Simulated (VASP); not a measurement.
Here is a VASP 6.6.1 calculation.

File POSCAR:

```
Ta
1.0
    4.6751490033      0.0000000000      0.0000000000
   -2.3375745016      4.0487978033      0.0000000000
    0.0000000000      0.0000000000     17.9086000000
Ta
3
Direct
    0.1666666665      0.3333333335      0.4467121499
    0.5000000005      0.9999999995      0.4999999998
    0.8333333335      0.6666666665      0.5532878501
```

File INCAR.step1:

```
PREC = Accurate
ENCUT = 440
ISMEAR = -1
SIGMA = 0.1
LREAL = False
LASPH = True
NELM = 120
LDIPOL = True
IDIPOL = 3
DIPOL = 0.5 0.5 0.500
NBANDS = 24
GGA = PE
ALGO = Normal
EDIFF = 1E-5
LWAVE = True
LCHARG = False
GGA_COMPAT = False
NELMDL = -8
```

File INCAR.step2:

```
PREC = Accurate
ENCUT = 440
EDIFF = 1E-6
ISMEAR = -1
SIGMA = 0.1
LREAL = False
LASPH = True
NELM = 120
ALGO = Normal
ISIF = 2
LWAVE = False
LCHARG = False
LDIPOL = True
IDIPOL = 3
DIPOL = 0.5 0.5 0.500
METAGGA = R2SCAN
LMIXTAU = True
NBANDS = 24
ISTART = 1
GGA_COMPAT = False
```

The input KPOINTS:

```
Automatic mesh
0
Gamma
  10 10 1
```

Potentials or basis: VASP PAW PBE potentials, release 64 (Ta_pv).

The run is started by

```console
$ cat potpaw_PBE.64/Ta_pv/POTCAR > POTCAR
$ cp INCAR.step1 INCAR
$ mpirun -np 1 vasp_std > vasp.out
$ cp INCAR.step2 INCAR
$ mpirun -np 1 vasp_std > vasp.out
```

(1) Estimate the largest force.

(2) Estimate the band gap on the k mesh.

Results:

(1) 2.580 eV/Å.

(2) zero (an odd number of electrons rules out a gap without spin polarisation).

Caveat: the PAW data sets were made with another functional, which shifts forces and pressure a little; spin-orbit coupling is left out, which moves the levels of the heavy elements.
